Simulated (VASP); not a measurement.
Here is a VASP 6.6.1 calculation.

Contents of INCAR:

```
PREC     = Accurate       # precision mode
ENCUT    = 520            # plane-wave cutoff, eV
EDIFF    = 1E-6           # SCF threshold, eV
ISMEAR   = -1             # smearing method
SIGMA    = 0.1            # smearing width, eV
LREAL    = False          # projectors in reciprocal space
LASPH    = True           # aspherical terms in the spheres
NELM     = 80             # most SCF steps
ALGO     = Normal         # electronic algorithm
ISIF     = 2              # what is computed and relaxed
LWAVE    = False          # write WAVECAR
LCHARG   = False          # write CHGCAR
GGA      = RP             # functional
NBANDS   = 12             # bands
```

The input KPOINTS:

```
regular mesh
0
Gamma
  19 19 19
```

Contents of POSCAR:

```
Ta
1.0
    2.7601811137      0.0000000000      0.0000000000
    0.0000000000      2.7601811137      0.0000000000
    0.0000000000      0.0000000000      2.7601811137
Ta
1
Direct
    0.0000000000      0.0000000000      0.0000000000
```

Potentials or basis: VASP PAW PBE potentials, release 64 (Ta_pv).

Run with:

```sh
$ cat potpaw_PBE.64/Ta_pv/POTCAR > POTCAR
$ mpirun -np 1 vasp_std > vasp.out
```

Question: What does it give for the pressure?

Answer: 0.5 GPa.

Caveat: the PAW data sets were made with another functional, which shifts forces and pressure a little.
